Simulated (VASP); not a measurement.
A run of VASP 6.6.1:

Contents of POSCAR:

```
Au
1.0
    3.0348072020      0.0000000000      0.0000000000
   -1.5174036010      2.6282201326      0.0000000000
    0.0000000000      0.0000000000      5.1079514800
Au
2
Direct
    0.3333333333      0.6666666667      0.7500000000
    0.6666666667      0.3333333333      0.2500000000
```

File INCAR.step1:

```
PREC = Accurate
ENCUT = 520
ISMEAR = 0
SIGMA = 0.15
LREAL = False
LASPH = True
NELM = 80
NBANDS = 18
GGA = PE
ALGO = Normal
EDIFF = 1E-4
LWAVE = True
LCHARG = False
```

INCAR.step2

```
PREC = Accurate
ENCUT = 520
EDIFF = 1E-6
ISMEAR = 0
SIGMA = 0.15
LREAL = False
LASPH = True
NELM = 80
ALGO = Normal
ISIF = 2
LWAVE = False
LCHARG = True
METAGGA = R2SCAN
LMIXTAU = True
LELF = True
LVHAR = True
NBANDS = 18
ISTART = 1
```

Contents of KPOINTS:

```
regular mesh
0
Gamma
  24 24 12
```

Potentials or basis: VASP PAW PBE potentials, release 64 (Au).

Launch:

```console
$ cat potpaw_PBE.64/Au/POTCAR > POTCAR
$ cp INCAR.step1 INCAR
$ mpirun -np 1 vasp_std > vasp.out
$ cp INCAR.step2 INCAR
$ mpirun -np 1 vasp_std > vasp.out
```

Hardware: 1 thread of Oxide Virtual Turin-like Processor, with other jobs on the host.

Estimate the wall time of this run.

Wall time 23 min on 1 thread of Oxide Virtual Turin-like Processor, on a shared host, peak memory 0.34 GiB. Counts: k points 427.
